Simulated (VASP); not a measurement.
# Sn in VASP: further runs

The runs below take Sn through single point, relaxation of cell and atoms, with PBE.

All numbers are computed with VASP 6.6.1; they aren't measurements. Logs are shortened: lines on timing, memory, paths and dates and some standing lists are left out, and cuts for length are marked.

## Step 1: The cell of the first run

Symmetry: I4/mmm, No. 139, tetragonal system. The conventional cell has a = 3.561 Å, b = 3.561 Å, c = 4.409 Å, α = 90.00°, β = 90.00°, γ = 90.00°. Within 4.4 Å of Sn (site symmetry 4/mmm) lie 12 Sn at 3.35 to 3.56 Å.

## Step 2: Single point, PBE

INCAR

```
  ALGO = Normal
  EDIFF = 1E-6
  ENCUT = 500
  GGA = PE
  GGA_COMPAT = F
  ISIF = 2
  ISMEAR = 0
  LASPH = T
  LCHARG = F
  LREAL = F
  LWAVE = F
  NBANDS = 13
  NELM = 120
  PREC = Accurate
  SIGMA = 0.1
```

KPOINTS

```
k-points
0
Gamma
  16 16 16
```

POSCAR

```
Sn
1.0
   -1.7802182907      1.7802837454      2.2043873943
    1.7802182907     -1.7802837454      2.2043873943
    1.7802182907      1.7802837454     -2.2043873943
Sn
1
Direct
    0.0000000000      0.0000000000      0.0000000000
```

Potentials or basis: VASP PAW PBE potentials, release 64 (Sn_d).

On the command line:

```sh
cat potpaw_PBE.64/Sn_d/POTCAR > POTCAR
mpirun -np 1 vasp_std > vasp.out
```

OUTCAR:

```text
EDIFF = 1E-6
   ENCUT = 500
   GGA = PE
   ISIF = 2
   ISMEAR = 0
   LASPH = T
   LREAL = F
   NELM = 120
   PREC = Accurate

 ion  position               nearest neighbor table
   1  0.000  0.000  0.000-

  LATTYP: Found a body centered orthorhombic cell.
 ALAT       =     3.5604365814
 B/A-ratio  =     1.0000367678
 C/A-ratio  =     1.2382680292

  Lattice vectors:

 A1 = (  -1.7802182907,   1.7802837454,   2.2043873943)
 A2 = (   1.7802182907,  -1.7802837454,   2.2043873943)
 A3 = (   1.7802182907,   1.7802837454,  -2.2043873943)

Analysis of symmetry for initial positions (statically):
=====================================================================
 Subroutine PRICEL returns:
 Original cell was already a primitive cell.

 Routine SETGRP: Setting up the symmetry group for a
 body centered orthorhombic supercell.

 Subroutine GETGRP returns: Found  8 space group operations
 (whereof  8 operations were pure point group operations)
 out of a pool of  8 trial point group operations.

The static configuration has the point symmetry D_2h.

Analysis of symmetry for dynamics (positions and initial velocities):
=====================================================================
 Subroutine PRICEL returns:
 Original cell was already a primitive cell.

 Routine SETGRP: Setting up the symmetry group for a
 body centered orthorhombic supercell.

 Subroutine GETGRP returns: Found  8 space group operations
 (whereof  8 operations were pure point group operations)
 out of a pool of  8 trial point group operations.

The dynamic configuration has the point symmetry D_2h.

 Subroutine INISYM returns: Found  8 space group operations
 (whereof  8 operations are pure point group operations),
 and found     1 'primitive' translations

----------------------------------------------------------------------------------------

                                     Primitive cell

  volume of cell :      27.9454

  direct lattice vectors                    reciprocal lattice vectors
    -1.780218291  1.780283745  2.204387394     0.000000000  0.280854106  0.226820386
     1.780218291 -1.780283745  2.204387394     0.280864433  0.000000000  0.226820386
     1.780218291  1.780283745 -2.204387394     0.280864433  0.280854106  0.000000000

  length of vectors
     3.346328012  3.346328012  3.346328012     0.361007641  0.361015674  0.397194988

  position of ions in fractional coordinates (direct lattice)
     0.000000000  0.000000000  0.000000000

  ion indices of the primitive-cell ions
   primitive index   ion index
                 1           1

----------------------------------------------------------------------------------------

 KPOINTS: k-points

Automatic generation of k-mesh.
 Grid dimensions read from file:
 generate k-points for:   16   16   16

 Generating k-lattice:

  Cartesian coordinates                     Fractional coordinates (reciprocal lattice)
     0.000000000  0.017553382  0.014176274     0.062500000 -0.000000000  0.000000000
     0.017554027  0.000000000  0.014176274     0.000000000  0.062500000  0.000000000
     0.017554027  0.017553382  0.000000000     0.000000000 -0.000000000  0.062500000

  Length of vectors
     0.022562978  0.022563480  0.024824687

  Shift w.r.t. Gamma in fractional coordinates (k-lattice)
     0.000000000  0.000000000  0.000000000

 Subroutine IBZKPT returns following result:
 ===========================================

 Found    621 irreducible k-points:

 Following reciprocal coordinates:
            Coordinates               Weight
  0.000000  0.000000  0.000000      1.000000
  0.062500  0.000000 -0.000000      4.000000
  0.125000  0.000000 -0.000000      4.000000
  0.187500 -0.000000  0.000000      4.000000
  0.250000  0.000000 -0.000000      4.000000
  0.312500 -0.000000  0.000000      4.000000
[... 16 lines left out ...]
 -0.187500  0.062500 -0.000000      8.000000
 -0.125000  0.062500  0.000000      8.000000
 [... further k-points ...]
   k-points           NKPTS =    621   k-points in BZ     NKDIM =    621   number of bands    NBANDS=     13
   number of dos      NEDOS =    301   number of ions     NIONS =      1
   total plane-waves  NPLWV =  13824
   dimension x,y,z NGX =    24 NGY =   24 NGZ =   24
   dimension x,y,z NGXF=    48 NGYF=   48 NGZF=   48
   ions per type =               1
   NGX,Y,Z   is equivalent  to a cutoff of  11.92, 11.92, 11.92 a.u.
   NGXF,Y,Z  is equivalent  to a cutoff of  23.85, 23.85, 23.85 a.u.
 SYSTEM =  unknown system
   PREC   = accura    normal or accurate (medium, high low for compatibility)
   ISTART =      0    job   : 0-new  1-cont  2-samecut
   ICHARG =      2    charge: 1-file 2-atom 10-const
   ISPIN  =      1    spin polarized calculation?
   LNONCOLLINEAR =      F non collinear calculations
   LSORBIT =      F    spin-orbit coupling
   LASPH  =      T    aspherical Exc in radial PAW
   ENCUT  =  500.0 eV  36.75 Ry    6.06 a.u.   6.10  6.10  6.10*2*pi/ulx,y,z
   NELM   =    120;   NELMIN=  2; NELMDL= -5     # of ELM steps
   EDIFF  = 0.1E-05   stopping-criterion for ELM
   LREAL  =      F    real-space projection
   EDIFFG = 0.1E-04   stopping-criterion for IOM
   NSW    =      0    number of steps for IOM
   IBRION =     -1    ionic relax: 0-MD 1-quasi-New 2-CG
   NFREE  =      0    steps in history (QN), initial steepest desc. (CG)
   ISIF   =      2    stress and relaxation
   ISYM   =      2    0-nonsym 1-usesym 2-fastsym
   POTIM  = 0.5000    time-step for ionic-motion
   TEBEG  =    0.0;   TEEND  =   0.0 temperature during run
   PSTRESS=    0.0 pullay stress
   NELECT =      14.0000    total number of electrons
   NUPDOWN=      -1.0000    fix difference up-down
   EMIN   =  10.00;   EMAX   =-10.00  energy-range for DOS
   EFERMI =   0.00;   METHOD = LEGACY
   ISMEAR =     0;   SIGMA  =   0.10  broadening in eV -4-tet -1-fermi 0-gaus
   EFERMI_NEDOS =   21; number of points for ismear=-14 and -15
   IALGO  =     38    algorithm
   IMIX   =      4    mixing-type and parameters
     AMIX     =   0.40;   BMIX     =  1.00
     AMIX_MAG =   1.60;   BMIX_MAG =  1.00
  volume/ion in A,a.u.               =      27.95       188.58
  Fermi-wavevector in a.u.,A,eV,Ry     =   1.300212  2.457044 23.001333  1.690550
  Thomas-Fermi vector in A             =   2.431425
   LORBIT       =      0    0 simple, 1 ext, 2 COOP (PROOUT), +10 PAW based schemes
   GGA     = PE    functional components
   LHFCALC =     F    Hartree Fock is set to
   AEXX    =    0.0000 exact exchange contribution
   IVDW    =     0    specifies the selected vdW correction
   LEPSILON=     F    determine dielectric tensor
   LRPA    =     F    only Hartree local field effects (RPA)
 non-spin polarized calculation
 Gauss-broadening in eV      SIGMA  =   0.10
  energy-cutoff  :      500.00
  volume of cell :       27.95
 maximum number of plane-waves:       733
   NGX = 13   NGY = 13   NGZ = 13

 number of electron      13.9999989 magnetization

 Free energy of the ion-electron system (eV)
  ---------------------------------------------------
  ext. energy  EPLUGINS =         0.00000000
  ---------------------------------------------------
  free energy    TOTEN  =        -3.78801091 eV

  energy without entropy =       -3.78552490  energy(sigma->0) =       -3.78676791

 E-fermi :   7.7706     XC(G=0): -10.2345

 val. band max:        7.7598507656   @ k =   0.3125   0.2500   0.1875
 cond. band min:       7.7709973968   @ k =   0.5000  -0.4375   0.1250
 fundamental gap:      0.0111466312
 Fermi energy:         7.7705753344

 k-point     1 :       0.0000    0.0000    0.0000
  band No.  band energies     occupation
      1     -13.7710      2.00000
      2     -13.7710      2.00000
      3     -13.7232      2.00000
      4     -13.7040      2.00000
      5     -13.6448      2.00000
      6      -3.1301      2.00000
      7      15.1567      0.00000
      8      15.4060      0.00000
      9      15.4066      0.00000
     10      18.5829      0.00000
     11      19.4569      0.00000
     12      19.4577      0.00000
     13      20.0270      0.00000

 k-point     2 :       0.0625    0.0000   -0.0000
  band No.  band energies     occupation
      1     -13.7687      2.00000
      2     -13.7677      2.00000
      3     -13.7218      2.00000
      4     -13.7036      2.00000
      5     -13.6460      2.00000
      6      -3.0510      2.00000
      7      14.4351      0.00000
      8      15.1959      0.00000
      9      15.2018      0.00000
     10      18.0782      0.00000
     11      19.6826      0.00000
     12      19.8999      0.00000
     13      20.7789      0.00000

 k-point     3 :       0.1250    0.0000   -0.0000
  band No.  band energies     occupation
      1     -13.7628      2.00000
      2     -13.7616      2.00000
      3     -13.7147      2.00000
      4     -13.7024      2.00000
      5     -13.6488      2.00000
      6      -2.8133      2.00000
      7      12.6681      0.00000
      8      14.6994      0.00000
      9      15.0064      0.00000
     10      17.7221      0.00000
     11      19.7415      0.00000
     12      20.1159      0.00000
     13      20.6036      0.00000

 k-point     4 :       0.1875   -0.0000    0.0000
  band No.  band energies     occupation
      1     -13.7600      2.00000
      2     -13.7557      2.00000
      3     -13.7010      2.00000
      4     -13.6965      2.00000
      5     -13.6513      2.00000
      6      -2.4172      2.00000
      7      10.7166      0.00000
      8      14.1159      0.00000
      9      14.7597      0.00000
     10      17.5175      0.00000
     11      19.1090      0.00000
     12      19.4898      0.00000
     13      21.1421      0.00000

 k-point     5 :       0.2500    0.0000   -0.0000
  band No.  band energies     occupation
      1     -13.7634      2.00000
      2     -13.7503      2.00000
      3     -13.7005      2.00000
      4     -13.6696      2.00000
      5     -13.6504      2.00000
      6      -1.8642      2.00000
      7       8.8091      0.00000
      8      13.5584      0.00000
      9      14.5056      0.00000
     10      17.3779      0.00000
     11      18.4634      0.00000
     12      18.9087      0.00000
     13      21.9395      0.00000
[... 257 lines left out ...]
 k-point    22 :      -0.2500    0.0625    0.0000
  band No.  band energies     occupation
      1     -13.7657      2.00000
      2     -13.7495      2.00000
      3     -13.6961      2.00000
      4     -13.6846      2.00000
      5     -13.6467      2.00000
      6      -2.0339      2.00000
      7       9.5890      0.00000
      8      13.4778      0.00000
      9      14.1736      0.00000
     10      17.3629      0.00000
     11      18.1749      0.00000
     12      19.6241      0.00000
     13      21.3215      0.00000

 k-point    23 :      -0.1875    0.0625   -0.0000
  band No.  band energies     occupation
      1     -13.7691      2.00000
      2     -13.7503      2.00000
      3     -13.7079      2.00000
      4     -13.6960      2.00000
      5     -13.6480      2.00000
      6      -2.5253      2.00000
      7      11.5070      0.00000
      8      14.0140      0.00000
      9      14.5257      0.00000
     10      17.5652      0.00000
     11      18.5352      0.00000
     12      20.2231      0.00000
     13      20.5478      0.00000

 k-point    24 :      -0.1250    0.0625    0.0000
  band No.  band energies     occupation
      1     -13.7731      2.00000
      2     -13.7551      2.00000
      3     -13.7206      2.00000
      4     -13.6982      2.00000
      5     -13.6466      2.00000
      6      -2.8590      2.00000
      7      13.3873      0.00000
      8      14.5055      0.00000
      9      14.8575      0.00000
     10      17.5825      0.00000
     11      19.1408      0.00000
     12      20.1411      0.00000
     13      20.7022      0.00000

 [... further k-points ...]

------------------------ aborting loop because EDIFF is reached ----------------------------------------

  FORCE on cell =-STRESS in cart. coord.  units (eV):
  Direction    XX          YY          ZZ          XY          YZ          ZX
  --------------------------------------------------------------------------------------
  -------------------------------------------------------------------------------------
  Total       -0.0108093     -0.0110715     -0.0073964     -0.0000000      0.0000000      0.0000000
  in kB       -0.6197244     -0.6347546     -0.4240537     -0.0000000      0.0000000      0.0000000
  external PRESSURE =      -0.5595109 kB  Pullay stress =       0.0000000 kB

 VOLUME and BASIS-vectors are now :
 -----------------------------------------------------------------------------
  energy-cutoff  :      500.00
  volume of cell :       27.95
      direct lattice vectors                 reciprocal lattice vectors
    -1.780218291  1.780283745  2.204387394     0.000000000  0.280854106  0.226820386
     1.780218291 -1.780283745  2.204387394     0.280864433  0.000000000  0.226820386
     1.780218291  1.780283745 -2.204387394     0.280864433  0.280854106  0.000000000

 POSITION                                       TOTAL-FORCE (eV/Angst)
 -----------------------------------------------------------------------------------
      0.00000      0.00000      0.00000         0.000000     -0.000000      0.000000
 -----------------------------------------------------------------------------------
    total drift:                               -0.000000      0.000000      0.000000

  FREE ENERGIE OF THE ION-ELECTRON SYSTEM (eV)
  ---------------------------------------------------
  free  energy   TOTEN  =        -3.7880109123 eV

  energy  without entropy=       -3.7855248995  energy(sigma->0) =       -3.78676791
```

Run time: 44 s. Hardware: 1 thread of Intel Xeon 6975P-C (Granite Rapids), shared host; peak memory 0.29 GiB.

Results:

```yaml
Free_energy: -3.7880 eV
Pressure: -0.1 GPa
Band_gap_on_the_k_mesh: zero (band 7 reaches 15.16 eV, above the bottom of band 8 at 5.63 eV)
```

Caveat: spin-orbit coupling is left out, which moves the levels of the heavy elements.

## Step 3: Relaxation of cell and atoms, PBE

This run uses another cell than the first one, of 26.69 Å³/atom, 0.955 times its volume.

INCAR

```
SYSTEM = Sn
PREC = Accurate
ENCUT = 500
EDIFF = 1E-7
ISMEAR = 0
SIGMA = 0.1
LREAL = .FALSE.
LASPH = .TRUE.
NELM = 120
ALGO = Normal
ISIF = 3
LWAVE = .FALSE.
LCHARG = .FALSE.
GGA = PE
IBRION = 2
NSW = 70
EDIFFG = -0.005
GGA_COMPAT = .FALSE.
NELMIN = 4
```

KPOINTS

```
Automatic mesh
0
G
  16 16 16
  0 0 0
```

POSCAR

```
Sn
1.0
   -1.7544065257      1.7546136901      2.1674907809
    1.7544065257     -1.7546136901      2.1674907809
    1.7544065257      1.7546136901     -2.1674907809
Sn
1
Direct
    0.0000000000      0.0000000000      0.0000000000
```

Potentials or basis: VASP PAW PBE potentials, release 64 (Sn_d).

On the command line:

```sh
cat potpaw_PBE.64/Sn_d/POTCAR > POTCAR
mpirun -np 1 vasp_std > vasp.out
```

It took 2.8 min on 1 thread of Intel Xeon 6975P-C (Granite Rapids), shared host; peak memory 0.3 GiB.

It converged, with:

```
Free energy                            : -3.7876 eV
Relaxed volume                         : 27.91 Å³/atom
Relaxed cell                           : a = 3.345 Å, b = 3.345 Å, c = 3.345 Å, α = 115.75°, β = 115.75°, γ = 97.53°
Space group after relaxing (to 0.05 Å) : I4/mmm (No. 139)
Energy gained by relaxing              : 8.4 meV/atom
Ionic steps                            : 8
Pressure after relaxing                : 0.0 GPa
Band gap on the k mesh                 : zero (band 7 reaches 15.18 eV, above the bottom of band 8 at 5.64 eV)
```

Step by step:
```
step  energy change (eV)  largest force (eV/Å)  pressure (GPa)  volume (Å³)
   1              0.0000                0.0000            2.31        26.69
   2             -0.0080                0.0000           -0.49        28.20
   3             -0.0084                0.0000            0.01        27.90
   4             -0.0084                0.0000           -0.04        27.93
   5             -0.0084                0.0000            0.01        27.90
   6             -0.0084                0.0000            0.02        27.90
   7             -0.0084                0.0000            0.02        27.90
   8             -0.0084                0.0000            0.00        27.91
```

Final structure:
```
Sn
1.0
    -1.77897    1.77885    2.20492
     1.77897   -1.77885    2.20492
     1.77897    1.77885   -2.20492
Sn
1
Cartesian
  -1.7790 1.7788 2.2049
```

Levels at points of the mesh, in eV from the Fermi level:
| k point | band 5 | band 6 | band 7 | band 8 | band 9 | band 10 |
| --- | --- | --- | --- | --- | --- | --- |
| (0.00, 0.00, 0.00) | -21.41 | -10.91 | 7.40 | 7.65 | 7.65 | 10.81 |
| (0.50, 0.00, 0.00) | -21.36 | -6.68 | -4.44 | 4.67 | 6.20 | 9.11 |
| (0.00, 0.50, 0.00) | -21.36 | -6.68 | -4.44 | 4.67 | 6.20 | 9.11 |
| (0.50, 0.50, 0.00) | -21.34 | -5.48 | -3.84 | 2.33 | 3.17 | 6.09 |
| (0.50, 0.50, 0.50) | -21.35 | -3.68 | -2.59 | 1.01 | 1.01 | 4.25 |

Caveat: spin-orbit coupling is left out, which moves the levels of the heavy elements.
